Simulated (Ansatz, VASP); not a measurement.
## SrCl2: VASP beside Ansatz

```xyz
3
Lattice="4.9922 0.0000 0.0000 -2.4961 4.3234 0.0000 0.0000 0.0000 3.6399" Properties=species:S:1:pos:R:3 pbc="T T T"
Sr    0.0000    0.0000    0.0000
Cl    2.4961    1.4411    1.8200
Cl    0.0000    2.8822    1.8200
```

Change from the starting cell: species swapped into the CrB2 type (P6/mmm, No. 191).

Alike in both runs: functional PBE; k mesh 4 × 4 × 3; occupations gaussian, width 0.15 eV; no spin polarisation.

Ansatz relaxed the structure, and its values are those at the end. VASP's run is a single point on that final structure, the one shown.

```csv
,VASP,Ansatz
version,VASP 6.6.1,Ansatz 0.2.0
potentials or method,"VASP PAW PBE potentials, release 64 (Sr_sv, Cl), cutoff 500 eV","scalar-relativistic, plane waves, PAW"
valence electrons in the cell,24,24
```

|  | VASP | Ansatz | Ansatz less VASP |
| --- | --- | --- | --- |
| gap on the k mesh at the Fermi level (eV) | 1.59 | 1.60 | +0.007 |
| least direct gap on the mesh (eV) | 2.28 | 2.29 | +0.007 |
| pressure (GPa) | 0.6 | 0.6 | +0.01 |

The k mesh is coarse, so the values compare programs but aren't converged.
